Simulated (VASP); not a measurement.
Input of a VASP 6.6.1 run:

File INCAR:

```
SYSTEM = HgTe
PREC = Accurate
ENCUT = 520
EDIFF = 1E-6
ISMEAR = 0
SIGMA = 0.05
LREAL = .False.
LASPH = .True.
NELM = 100
ALGO = Normal
ISIF = 2
LWAVE = .False.
LCHARG = .False.
GGA = PS
NBANDS = 16
```

Contents of KPOINTS:

```
regular mesh
0
Gamma
  10 10 10
  0 0 0
```

POSCAR

```
HgTe
1.0
    0.0000000000      3.3242171039      3.3242171039
    3.3242171039      0.0000000000      3.3242171039
    3.3242171039      3.3242171039      0.0000000000
Hg Te
1 1
Direct
    0.0000000000      0.0000000000      0.0000000000
    0.2500000000      0.2500000000      0.2500000000
```

Potentials or basis: VASP PAW PBE potentials, release 64 (Hg, Te).

Command:

```sh
$ cat potpaw_PBE.64/Hg/POTCAR potpaw_PBE.64/Te/POTCAR > POTCAR
$ mpirun -np 1 vasp_std > vasp.out
```

(1) Estimate the band gap on the k mesh.

(2) What does it give for the pressure?

Results:

(1) zero (filled and empty bands touch).

(2) -2.2 GPa.

Caveat: semilocal functionals underestimate gaps, and a narrow one can read as zero; the PAW data sets were made with another functional, which shifts forces and pressure a little; spin-orbit coupling is left out, which moves the levels of the heavy elements.
